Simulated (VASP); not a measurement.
Write the native input for VASP 6.6.1 that does the following.

* Task: relaxation of volume and atoms at fixed shape
* Functional: PBEsol
* Potentials or basis: VASP PAW PBE potentials, release 64 (Ru_pv)
* Cutoff: 600 eV
* k mesh: 7 × 7 × 4
* Occupations: fermi-dirac, width 0.05 eV
* Spin: no spin polarisation
* Dipole correction: no
* Further INCAR settings: ALGO = Normal; EDIFF = 1e-07; IBRION = 2; EDIFFG = -0.01; NSW = 80; ISIF = 8

The structure of Ru lies in POSCAR:

```
Ru
1.0
    2.7058000000      0.0000000000      0.0000000000
   -1.3529000000      2.3432920000      0.0000000000
    0.0000000000      0.0000000000      4.2819000000
Ru
2
Direct
    0.3333333333      0.6666666667      0.2500000000
    0.6666666667      0.3333333333      0.7500000000
```

These files were run (other wordings do the same):

INCAR

```
SYSTEM = Ru
PREC = Accurate
ENCUT = 600
EDIFF = 1E-7
ISMEAR = -1
SIGMA = 0.05
LREAL = .False.
LASPH = .True.
NELM = 60
ALGO = Normal
ISIF = 8
LWAVE = .False.
LCHARG = .False.
GGA = PS
IBRION = 2
NSW = 80
EDIFFG = -0.01
```

KPOINTS

```
Automatic mesh
0
Gamma
  7 7 4
  0 0 0
```

Potentials or basis: VASP PAW PBE potentials, release 64 (Ru_pv).

Command:

```sh
$ cat potpaw_PBE.64/Ru_pv/POTCAR > POTCAR
$ mpirun -np 1 vasp_std > vasp.out
```

It gave:

```yaml
Relaxed_volume: 13.34 Å³/atom
Relaxed_cell: a = 2.690 Å, b = 2.690 Å, c = 4.257 Å, α = 90.00°, β = 90.00°, γ = 120.00°
Space_group_after_relaxing_to_0.1_Å: P6_3/mmc (No. 194)
Energy_gained_by_relaxing: 4.3 meV/atom
Ionic_steps: 4
Pressure_after_relaxing: 0.0 GPa
Band_gap_on_the_k_mesh: zero (bands 14 and 15 overlap by 2.80 eV)
```

Caveat: the k points lie up to 0.39 Å⁻¹ apart in the final cell, too coarse for converged energies and pressures of a metal; the PAW data sets were made with another functional, which shifts forces and pressure a little.

It took 23 s on 1 thread of Intel(R) Xeon(R) 6975P-C (Granite Rapids), on a shared host, peak memory 0.16 GiB.
